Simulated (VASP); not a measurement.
# Al (Im-3m) in VASP: single point with r2SCAN

Aim: the single point of Al with r2SCAN.

All numbers are computed with VASP 6.6.1; they aren't measurements. Logs are shortened: lines on timing, memory, paths and dates and some standing lists are left out, and cuts for length are marked.

## Step 1: The cell of the first run

The structure is cubic, space group Im-3m (No. 229). Conventional cell: a = 3.023 Å, b = 3.023 Å, c = 3.023 Å, α = 90.00°, β = 90.00°, γ = 90.00°. Al (site symmetry m-3m) has 14 Al at 2.62 to 3.02 Å within 3.5 Å.

## Step 2: Single point, r2SCAN (strain -0.050 along x and y, -0.050 along z)

POSCAR

```
Al
1.0
   -1.5116577555      1.5116577555      1.5116577555
    1.5116577555     -1.5116577555      1.5116577555
    1.5116577555      1.5116577555     -1.5116577555
Al
1
Direct
    0.0000000000      0.0000000000      0.0000000000
```

INCAR.step1

```
SYSTEM = Al
PREC = Accurate
ENCUT = 520
ISMEAR = 0
SIGMA = 0.15
LREAL = .False.
LASPH = .True.
NELM = 80
NBANDS = 8
GGA = PE
ALGO = Normal
EDIFF = 1E-4
LWAVE = .True.
LCHARG = .False.
```

INCAR.step2

```
SYSTEM = Al
PREC = Accurate
ENCUT = 520
EDIFF = 1E-6
ISMEAR = 0
SIGMA = 0.15
LREAL = .False.
LASPH = .True.
NELM = 80
ALGO = Normal
ISIF = 2
LWAVE = .False.
LCHARG = .True.
METAGGA = R2SCAN
LMIXTAU = .True.
LELF = .True.
LVHAR = .True.
NBANDS = 8
ISTART = 1
```

KPOINTS

```
Automatic mesh
0
Gamma
  20 20 20
  0 0 0
```

Potentials or basis: VASP PAW PBE potentials, release 64 (Al).

Command:

```console
$ cat potpaw_PBE.64/Al/POTCAR > POTCAR
$ cp INCAR.step1 INCAR
$ mpirun -np 1 vasp_std > vasp.out
$ cp INCAR.step2 INCAR
$ mpirun -np 1 vasp_std > vasp.out
```

OUTCAR:

```text
SYSTEM = Al
   PREC = Accurate
   ENCUT = 520
   EDIFF = 1E-6
   ISMEAR = 0
   LREAL = .False.
   LASPH = .True.
   NELM = 80
   ISIF = 2
   METAGGA = R2SCAN
   ISTART = 1

 ion  position               nearest neighbor table
   1  0.000  0.000  0.000-

  LATTYP: Found a body centered cubic cell.
 ALAT       =     3.0233155110

  Lattice vectors:

 A1 = (  -1.5116577555,   1.5116577555,   1.5116577555)
 A2 = (   1.5116577555,  -1.5116577555,   1.5116577555)
 A3 = (   1.5116577555,   1.5116577555,  -1.5116577555)

Analysis of symmetry for initial positions (statically):
=====================================================================
 Subroutine PRICEL returns:
 Original cell was already a primitive cell.

 Routine SETGRP: Setting up the symmetry group for a
 body centered cubic supercell.

 Subroutine GETGRP returns: Found 48 space group operations
 (whereof 48 operations were pure point group operations)
 out of a pool of 48 trial point group operations.

The static configuration has the point symmetry O_h .

Analysis of symmetry for dynamics (positions and initial velocities):
=====================================================================
 Subroutine PRICEL returns:
 Original cell was already a primitive cell.

 Routine SETGRP: Setting up the symmetry group for a
 body centered cubic supercell.

 Subroutine GETGRP returns: Found 48 space group operations
 (whereof 48 operations were pure point group operations)
 out of a pool of 48 trial point group operations.

The dynamic configuration has the point symmetry O_h .

 Subroutine INISYM returns: Found 48 space group operations
 (whereof 48 operations are pure point group operations),
 and found     1 'primitive' translations

----------------------------------------------------------------------------------------

                                     Primitive cell

  volume of cell :      13.8172

  direct lattice vectors                    reciprocal lattice vectors
    -1.511657755  1.511657755  1.511657755     0.000000000  0.330762700  0.330762700
     1.511657755 -1.511657755  1.511657755     0.330762700  0.000000000  0.330762700
     1.511657755  1.511657755 -1.511657755     0.330762700  0.330762700  0.000000000

  length of vectors
     2.618268036  2.618268036  2.618268036     0.467769096  0.467769096  0.467769096

  position of ions in fractional coordinates (direct lattice)
     0.000000000  0.000000000  0.000000000

  ion indices of the primitive-cell ions
   primitive index   ion index
                 1           1

----------------------------------------------------------------------------------------

 KPOINTS: Automatic mesh

Automatic generation of k-mesh.
 Grid dimensions read from file:
 generate k-points for:   20   20   20

 Generating k-lattice:

  Cartesian coordinates                     Fractional coordinates (reciprocal lattice)
     0.000000000  0.016538135  0.016538135     0.050000000  0.000000000  0.000000000
     0.016538135  0.000000000  0.016538135     0.000000000  0.050000000  0.000000000
     0.016538135  0.016538135  0.000000000     0.000000000  0.000000000  0.050000000

  Length of vectors
     0.023388455  0.023388455  0.023388455

  Shift w.r.t. Gamma in fractional coordinates (k-lattice)
     0.000000000  0.000000000  0.000000000

 Subroutine IBZKPT returns following result:
 ===========================================

 Found    256 irreducible k-points:

 Following reciprocal coordinates:
            Coordinates               Weight
  0.000000  0.000000  0.000000      1.000000
  0.050000  0.000000  0.000000     12.000000
  0.100000  0.000000  0.000000     12.000000
  0.150000  0.000000  0.000000     12.000000
  0.200000  0.000000  0.000000     12.000000
  0.250000  0.000000  0.000000     12.000000
[... 16 lines left out ...]
  0.200000  0.100000  0.000000     48.000000
  0.250000  0.100000  0.000000     48.000000
 [... further k-points ...]
   k-points           NKPTS =    256   k-points in BZ     NKDIM =    256   number of bands    NBANDS=      8
   number of dos      NEDOS =    301   number of ions     NIONS =      1
   total plane-waves  NPLWV =   8000
   dimension x,y,z NGX =    20 NGY =   20 NGZ =   20
   dimension x,y,z NGXF=    40 NGYF=   40 NGZF=   40
   ions per type =               1
   NGX,Y,Z   is equivalent  to a cutoff of  12.70, 12.70, 12.70 a.u.
   NGXF,Y,Z  is equivalent  to a cutoff of  25.40, 25.40, 25.40 a.u.
 SYSTEM =  Al
   PREC   = accura    normal or accurate (medium, high low for compatibility)
   ISTART =      1    job   : 0-new  1-cont  2-samecut
   ICHARG =      0    charge: 1-file 2-atom 10-const
   ISPIN  =      1    spin polarized calculation?
   LNONCOLLINEAR =      F non collinear calculations
   LSORBIT =      F    spin-orbit coupling
   LASPH  =      T    aspherical Exc in radial PAW
   ENCUT  =  520.0 eV  38.22 Ry    6.18 a.u.   4.87  4.87  4.87*2*pi/ulx,y,z
   NELM   =     80;   NELMIN=  2; NELMDL=  0     # of ELM steps
   EDIFF  = 0.1E-05   stopping-criterion for ELM
   LREAL  =      F    real-space projection
   EDIFFG = 0.1E-04   stopping-criterion for IOM
   NSW    =      0    number of steps for IOM
   IBRION =     -1    ionic relax: 0-MD 1-quasi-New 2-CG
   NFREE  =      0    steps in history (QN), initial steepest desc. (CG)
   ISIF   =      2    stress and relaxation
   ISYM   =      2    0-nonsym 1-usesym 2-fastsym
   POTIM  = 0.5000    time-step for ionic-motion
   TEBEG  =    0.0;   TEEND  =   0.0 temperature during run
   PSTRESS=    0.0 pullay stress
   NELECT =       3.0000    total number of electrons
   NUPDOWN=      -1.0000    fix difference up-down
   EMIN   =  10.00;   EMAX   =-10.00  energy-range for DOS
   EFERMI =   0.00;   METHOD = LEGACY
   ISMEAR =     0;   SIGMA  =   0.15  broadening in eV -4-tet -1-fermi 0-gaus
   EFERMI_NEDOS =   21; number of points for ismear=-14 and -15
   IALGO  =     38    algorithm
   IMIX   =      4    mixing-type and parameters
     AMIX     =   0.40;   BMIX     =  1.00
     AMIX_MAG =   1.60;   BMIX_MAG =  1.00
  volume/ion in A,a.u.               =      13.82        93.24
  Fermi-wavevector in a.u.,A,eV,Ry     =   0.983955  1.859405 13.172710  0.968167
  Thomas-Fermi vector in A             =   2.115151
   LORBIT       =      0    0 simple, 1 ext, 2 COOP (PROOUT), +10 PAW based schemes
   METAGGA = R2SCAN    functional components
   LHFCALC =     F    Hartree Fock is set to
   AEXX    =    0.0000 exact exchange contribution
   IVDW    =     0    specifies the selected vdW correction
   LEPSILON=     F    determine dielectric tensor
   LRPA    =     F    only Hartree local field effects (RPA)
 non-spin polarized calculation
 Gauss-broadening in eV      SIGMA  =   0.15
  energy-cutoff  :      520.00
  volume of cell :       13.82
 maximum number of plane-waves:       386
   NGX =  9   NGY =  9   NGZ =  9

 number of electron       3.0000000 magnetization

 Free energy of the ion-electron system (eV)
  ---------------------------------------------------
  ext. energy  EPLUGINS =         0.00000000
  ---------------------------------------------------
  free energy    TOTEN  =        -6.51238979 eV

  energy without entropy =       -6.50797919  energy(sigma->0) =       -6.51018449

 E-fermi :  10.0330     XC(G=0): -11.5884

 val. band max:       10.0086934288   @ k =   0.2500   0.1500   0.1500
 cond. band min:      10.0583878462   @ k =   0.3000   0.3000   0.0000
 fundamental gap:      0.0496944174
 Fermi energy:        10.0330167106

 k-point     1 :       0.0000    0.0000    0.0000
  band No.  band energies     occupation
      1      -3.1586      2.00000
      2      25.2082      0.00000
      3      25.2082      0.00000
      4      25.2082      0.00000
      5      28.7525      0.00000
      6      28.9339      0.00000
      7      28.9342      0.00000
      8      28.9342      0.00000

 k-point     2 :       0.0500    0.0000    0.0000
  band No.  band energies     occupation
      1      -3.0730      2.00000
      2      24.3302      0.00000
      3      24.8222      0.00000
      4      24.8532      0.00000
      5      27.7660      0.00000
      6      27.8612      0.00000
      7      29.1335      0.00000
      8      29.4281      0.00000

 k-point     3 :       0.1000    0.0000    0.0000
  band No.  band energies     occupation
      1      -2.8164      2.00000
      2      22.2425      0.00000
      3      23.9476      0.00000
      4      24.1058      0.00000
      5      26.6185      0.00000
      6      27.1874      0.00000
      7      29.3584      0.00000
      8      29.8373      0.00000

 k-point     4 :       0.1500    0.0000    0.0000
  band No.  band energies     occupation
      1      -2.3900      2.00000
      2      19.8242      0.00000
      3      22.9474      0.00000
      4      23.2984      0.00000
      5      25.5523      0.00000
      6      26.6460      0.00000
      7      29.7550      0.00000
      8      30.1826      0.00000

 k-point     5 :       0.2000    0.0000    0.0000
  band No.  band energies     occupation
      1      -1.7956      2.00000
      2      17.3998      0.00000
      3      21.9887      0.00000
      4      22.5493      0.00000
      5      24.6116      0.00000
      6      26.0905      0.00000
      7      30.3409      0.00000
      8      30.6145      0.00000
[... 177 lines left out ...]
 k-point    22 :       0.1500    0.1000    0.0000
  band No.  band energies     occupation
      1      -1.5418      2.00000
      2      17.5009      0.00000
      3      19.2030      0.00000
      4      22.2478      0.00000
      5      25.6721      0.00000
      6      27.1623      0.00000
      7      29.7884      0.00000
      8      31.5028      0.00000

 k-point    23 :       0.2000    0.1000    0.0000
  band No.  band energies     occupation
      1      -0.7837      2.00000
      2      15.2231      0.00000
      3      18.3380      0.00000
      4      21.5465      0.00000
      5      25.0439      0.00000
      6      27.2679      0.00000
      7      29.6461      0.00000
      8      32.8072      0.00000

 k-point    24 :       0.2500    0.1000    0.0000
  band No.  band energies     occupation
      1       0.1359      2.00000
      2      13.0251      0.00000
      3      17.6396      0.00000
      4      20.9529      0.00000
      5      24.4574      0.00000
      6      27.1944      0.00000
      7      29.9269      0.00000
      8      33.9379      0.00000

 [... further k-points ...]
[... 5 lines left out ...]
  --------------------------------------------------------------------------------------
  -------------------------------------------------------------------------------------
  Total        1.5386464      1.5386464      1.5386464      0.0000000      0.0000000      0.0000000
  in kB      178.4140192    178.4140192    178.4140192      0.0000000      0.0000000      0.0000000
  external PRESSURE =     178.4140192 kB  Pullay stress =       0.0000000 kB

 VOLUME and BASIS-vectors are now :
 -----------------------------------------------------------------------------
  energy-cutoff  :      520.00
  volume of cell :       13.82
      direct lattice vectors                 reciprocal lattice vectors
    -1.511657755  1.511657755  1.511657755     0.000000000  0.330762700  0.330762700
     1.511657755 -1.511657755  1.511657755     0.330762700  0.000000000  0.330762700
     1.511657755  1.511657755 -1.511657755     0.330762700  0.330762700  0.000000000

 POSITION                                       TOTAL-FORCE (eV/Angst)
 -----------------------------------------------------------------------------------
      0.00000      0.00000      0.00000         0.000000      0.000000     -0.000000
 -----------------------------------------------------------------------------------
    total drift:                               -0.000000     -0.000000      0.000000

  FREE ENERGIE OF THE ION-ELECTRON SYSTEM (eV)
  ---------------------------------------------------
  free  energy   TOTEN  =        -6.5123897918 eV

  energy  without entropy=       -6.5079791859  energy(sigma->0) =       -6.51018449
```

Wall time 60 s (1 thread of AMD EPYC 7R13 (Zen 3), shared host); peak memory 0.11 GiB.

What came out:

```
Free energy : -6.5124 eV
Pressure    : 17.8 GPa
```

Levels at points of the mesh, in eV from the Fermi level:
```csv
k point,band 1,band 2,band 3,band 4,band 5
"(0.00, 0.00, 0.00)",-13.19,15.18,15.18,15.18,18.72
"(0.50, 0.00, 0.00)",-5.43,-4.25,9.09,10.36,11.95
"(0.50, 0.50, 0.50)",2.36,2.36,2.36,2.63,2.63
```

Caveat: the cell differs from its parent crystal (strain -0.050 along x and y, -0.050 along z); the PAW data sets were made with another functional, which shifts forces and pressure a little.
